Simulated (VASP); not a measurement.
BAs:

```
B As
1.0
     0.00000    2.39187    2.39187
     2.39187    0.00000    2.39187
     2.39187    2.39187    0.00000
B As
1 1
Direct
  0.00000 0.00000 0.00000
  0.25000 0.25000 0.25000
```

Base run:

```yaml
Program: VASP 6.6.1
Functional: PBEsol
Potentials_or_basis: VASP PAW PBE potentials, release 64 (B, As)
Cutoff: 520 eV
k_mesh: 6 × 6 × 6
Occupations: gaussian, width 0.01 eV
Spin: no spin polarisation
```

Its results: band gap on the k mesh 1.18 eV (least direct gap 3.23 eV); pressure -0.5 GPa.

Task: The run is repeated on the same cell with these changes: functional from PBEsol to PBE-based global hybrid with 20 % exact exchange; k mesh from 6 × 6 × 6 to 4 × 4 × 4. What comes out?

Result: Band gap on the k mesh 2.59 eV (least direct gap 4.57 eV); pressure 0.0 GPa.

Several settings changed at once.

Caveats: some runs use coarse meshes; the PAW data sets were made with another functional, which shifts forces and pressure a little.

A k mesh can miss the band edges.
